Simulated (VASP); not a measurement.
# HfBr (Pm-3m) in VASP: a series of runs

Runs on HfBr. Level: PBE. Tasks: single point.

All numbers are computed with VASP 6.6.1; they aren't measurements. Logs are shortened: lines on timing, memory, paths and dates and some standing lists are left out, and cuts for length are marked.

### Step 1. The cell of the first run

Symmetry: Pm-3m, No. 221, cubic system. The conventional cell has a = 3.457 Å, b = 3.457 Å, c = 3.457 Å, α = 90.00°, β = 90.00°, γ = 90.00°. Hf (site symmetry m-3m) has 8 Br at 2.99 Å and 6 Hf at 3.46 Å within 3.9 Å. Br (site symmetry m-3m) has 8 Hf at 2.99 Å and 6 Br at 3.46 Å within 3.9 Å.

### Step 2. Single point, PBE

The input, INCAR:

```
ALGO = Normal
EDIFF = 1E-6
ENCUT = 520
GGA = PE
ISIF = 2
ISMEAR = 0
LASPH = T
LCHARG = F
LREAL = F
LWAVE = F
NBANDS = 16
NELM = 60
PREC = Accurate
SIGMA = 0.1
```

The input, KPOINTS:

```
k-points
0
Gamma
  6 6 6
```

The input, POSCAR:

```
HfBr
1.0
    3.4573501056      0.0000000000      0.0000000000
    0.0000000000      3.4573501056      0.0000000000
    0.0000000000      0.0000000000      3.4573501056
Hf Br
1 1
Direct
    0.5000000000      0.5000000000      0.5000000000
    0.0000000000      0.0000000000      0.0000000000
```

Potentials or basis: VASP PAW PBE potentials, release 64 (Hf_pv, Br).

Launch:

```sh
> cat potpaw_PBE.64/Hf_pv/POTCAR potpaw_PBE.64/Br/POTCAR > POTCAR
> mpirun -np 1 vasp_std > vasp.out
```

OUTCAR:

```text
EDIFF = 1E-6
   ENCUT = 520
   GGA = PE
   ISIF = 2
   ISMEAR = 0
   LASPH = T
   LREAL = F
   NELM = 60
   PREC = Accurate

 ion  position               nearest neighbor table
   1  0.500  0.500  0.500-   2 2.99   2 2.99   2 2.99   2 2.99   2 2.99   2 2.99   2 2.99   2 2.99

   2  0.000  0.000  0.000-   1 2.99   1 2.99   1 2.99   1 2.99   1 2.99   1 2.99   1 2.99   1 2.99

  LATTYP: Found a simple cubic cell.
 ALAT       =     3.4573501056

  Lattice vectors:

 A1 = (   3.4573501056,   0.0000000000,   0.0000000000)
 A2 = (   0.0000000000,   3.4573501056,   0.0000000000)
 A3 = (   0.0000000000,   0.0000000000,   3.4573501056)

Analysis of symmetry for initial positions (statically):
=====================================================================
 Subroutine PRICEL returns:
 Original cell was already a primitive cell.

 Routine SETGRP: Setting up the symmetry group for a
 simple cubic supercell.

 Subroutine GETGRP returns: Found 48 space group operations
 (whereof 48 operations were pure point group operations)
 out of a pool of 48 trial point group operations.

The static configuration has the point symmetry O_h .

Analysis of symmetry for dynamics (positions and initial velocities):
=====================================================================
 Subroutine PRICEL returns:
 Original cell was already a primitive cell.

 Routine SETGRP: Setting up the symmetry group for a
 simple cubic supercell.

 Subroutine GETGRP returns: Found 48 space group operations
 (whereof 48 operations were pure point group operations)
 out of a pool of 48 trial point group operations.

The dynamic configuration has the point symmetry O_h .

 Subroutine INISYM returns: Found 48 space group operations
 (whereof 48 operations are pure point group operations),
 and found     1 'primitive' translations

----------------------------------------------------------------------------------------

                                     Primitive cell

  volume of cell :      41.3266

  direct lattice vectors                    reciprocal lattice vectors
     3.457350106  0.000000000  0.000000000     0.289238859  0.000000000  0.000000000
     0.000000000  3.457350106  0.000000000     0.000000000  0.289238859  0.000000000
     0.000000000  0.000000000  3.457350106     0.000000000  0.000000000  0.289238859

  length of vectors
[... 74 lines left out ...]
   LASPH  =      T    aspherical Exc in radial PAW
   ENCUT  =  520.0 eV  38.22 Ry    6.18 a.u.   6.43  6.43  6.43*2*pi/ulx,y,z
   NELM   =     60;   NELMIN=  2; NELMDL= -5     # of ELM steps
   EDIFF  = 0.1E-05   stopping-criterion for ELM
   LREAL  =      F    real-space projection
   EDIFFG = 0.1E-04   stopping-criterion for IOM
   NSW    =      0    number of steps for IOM
   IBRION =     -1    ionic relax: 0-MD 1-quasi-New 2-CG
   NFREE  =      0    steps in history (QN), initial steepest desc. (CG)
   ISIF   =      2    stress and relaxation
   ISYM   =      2    0-nonsym 1-usesym 2-fastsym
   POTIM  = 0.5000    time-step for ionic-motion
   TEBEG  =    0.0;   TEEND  =   0.0 temperature during run
   PSTRESS=    0.0 pullay stress
   NELECT =      17.0000    total number of electrons
   NUPDOWN=      -1.0000    fix difference up-down
   EMIN   =  10.00;   EMAX   =-10.00  energy-range for DOS
   EFERMI =   0.00;   METHOD = LEGACY
   ISMEAR =     0;   SIGMA  =   0.10  broadening in eV -4-tet -1-fermi 0-gaus
   EFERMI_NEDOS =   21; number of points for ismear=-14 and -15
   IALGO  =     38    algorithm
   IMIX   =      4    mixing-type and parameters
     AMIX     =   0.40;   BMIX     =  1.00
     AMIX_MAG =   1.60;   BMIX_MAG =  1.00
  volume/ion in A,a.u.               =      20.66       139.44
  Fermi-wavevector in a.u.,A,eV,Ry     =   1.217534  2.300806 20.169129  1.482389
  Thomas-Fermi vector in A             =   2.352851
   LORBIT       =      0    0 simple, 1 ext, 2 COOP (PROOUT), +10 PAW based schemes
   GGA     = PE    functional components
   LHFCALC =     F    Hartree Fock is set to
   AEXX    =    0.0000 exact exchange contribution
   IVDW    =     0    specifies the selected vdW correction
   LEPSILON=     F    determine dielectric tensor
   LRPA    =     F    only Hartree local field effects (RPA)
 non-spin polarized calculation
 Gauss-broadening in eV      SIGMA  =   0.10
  energy-cutoff  :      520.00
  volume of cell :       41.33
 maximum number of plane-waves:      1141
 NGX is ok and might be reduce to    28
   NGX = 13   NGY = 13   NGZ = 13

 number of electron      16.9999997 magnetization

 Free energy of the ion-electron system (eV)
  ---------------------------------------------------
  ext. energy  EPLUGINS =         0.00000000
  ---------------------------------------------------
  free energy    TOTEN  =       -11.09162443 eV

  energy without entropy =      -11.06614096  energy(sigma->0) =      -11.07888270

 E-fermi :   7.4290     XC(G=0): -11.1081

 val. band max:        7.4258087699   @ k =   0.3333   0.0000   0.0000
 cond. band min:       7.5095332286   @ k =   0.5000   0.3333   0.1667
 fundamental gap:      0.0837244587
 Fermi energy:         7.4289633098

 k-point     1 :       0.0000    0.0000    0.0000
  band No.  band energies     occupation
      1     -24.4856      2.00000
      2     -24.4856      2.00000
      3     -24.4856      2.00000
      4     -11.7002      2.00000
      5       2.1117      2.00000
      6       2.1117      2.00000
[... 357 lines left out ...]
      3     -24.6266      2.00000
      4     -10.2124      2.00000
      5      -0.8304      2.00000
      6      -0.8304      2.00000
[... 8 lines left out ...]
     15      11.3655      0.00000
     16      12.9407      0.00000

------------------------ aborting loop because EDIFF is reached ----------------------------------------

  FORCE on cell =-STRESS in cart. coord.  units (eV):
  Direction    XX          YY          ZZ          XY          YZ          ZX
  --------------------------------------------------------------------------------------
  -------------------------------------------------------------------------------------
  Total       -0.0730473     -0.0730473     -0.0730473     -0.0000000     -0.0000000      0.0000000
  in kB       -2.8319436     -2.8319436     -2.8319436     -0.0000000     -0.0000000      0.0000000
  external PRESSURE =      -2.8319436 kB  Pullay stress =       0.0000000 kB

 VOLUME and BASIS-vectors are now :
 -----------------------------------------------------------------------------
  energy-cutoff  :      520.00
  volume of cell :       41.33
      direct lattice vectors                 reciprocal lattice vectors
     3.457350106  0.000000000  0.000000000     0.289238859  0.000000000  0.000000000
     0.000000000  3.457350106  0.000000000     0.000000000  0.289238859  0.000000000
     0.000000000  0.000000000  3.457350106     0.000000000  0.000000000  0.289238859

 POSITION                                       TOTAL-FORCE (eV/Angst)
 -----------------------------------------------------------------------------------
      1.72868      1.72868      1.72868         0.000000      0.000000      0.000000
      0.00000      0.00000      0.00000         0.000000      0.000000      0.000000
 -----------------------------------------------------------------------------------
    total drift:                                0.000000      0.000000      0.000000

  FREE ENERGIE OF THE ION-ELECTRON SYSTEM (eV)
  ---------------------------------------------------
  free  energy   TOTEN  =       -11.0916244301 eV

  energy  without entropy=      -11.0661409643  energy(sigma->0) =      -11.07888270
```

Wall time 6.7 s (1 thread of Intel Xeon 6975P-C (Granite Rapids), shared host); peak memory 0.16 GiB.

Results:

```
Free energy : -11.0916 eV
Pressure    : -0.3 GPa
```

Caveat: spin-orbit coupling is left out, which moves the levels of the heavy elements; an odd number of electrons without spin polarisation forces a metal; a magnetic or distorted state may lie lower.

### Step 3. Single point, PBE

This run uses another cell than the first one, of 24.53 Å³/atom, 1.187 times its volume.

The input, INCAR:

```
SYSTEM = HfBr
  ALGO = Normal
  EDIFF = 1E-6
  ENCUT = 520
  GGA = PE
  ISIF = 2
  ISMEAR = 0
  LASPH = .TRUE.
  LCHARG = .FALSE.
  LREAL = .FALSE.
  LWAVE = .FALSE.
  NBANDS = 16
  NELM = 60
  PREC = Accurate
  SIGMA = 0.1
```

The input, KPOINTS:

```
k-points
0
G
  6 6 6
  0 0 0
```

The input, POSCAR:

```
HfBr
1.0
    3.6607809000      0.0000000000      0.0000000000
    0.0000000000      3.6607809000      0.0000000000
    0.0000000000      0.0000000000      3.6607809000
Hf Br
1 1
Direct
    0.5000000000      0.5000000000      0.5000000000
    0.0000000000      0.0000000000      0.0000000000
```

Potentials or basis: VASP PAW PBE potentials, release 64 (Hf_pv, Br).

Launch:

```sh
> cat potpaw_PBE.64/Hf_pv/POTCAR potpaw_PBE.64/Br/POTCAR > POTCAR
> mpirun -np 1 vasp_std > vasp.out
```

Wall time 7 s (1 thread of Intel Xeon 6975P-C (Granite Rapids), shared host); peak memory 0.16 GiB.

The run converged. Its results:

| Item | Value |
| --- | --- |
| Free energy | -10.8762 eV |
| Pressure | -8.0 GPa |

Levels at points of the mesh, in eV from the Fermi level:
```
           k point  band 5  band 6  band 7  band 8  band 9  band 10  band 11  band 12
(0.00, 0.00, 0.00)   -4.68   -4.68   -4.68   -2.77   -1.85    -1.85     1.79     1.79
(0.50, 0.00, 0.00)   -8.13   -4.85   -4.85   -1.06    1.50     1.51     2.12     2.37
(0.50, 0.50, 0.00)   -6.70   -6.70   -4.10   -2.62   -0.27     0.39     0.39     3.09
(0.50, 0.50, 0.50)   -6.91   -6.91   -6.91    1.51    1.51     1.51     2.80     2.80
```

Caveat: spin-orbit coupling is left out, which moves the levels of the heavy elements; an odd number of electrons without spin polarisation forces a metal; a magnetic or distorted state may lie lower.
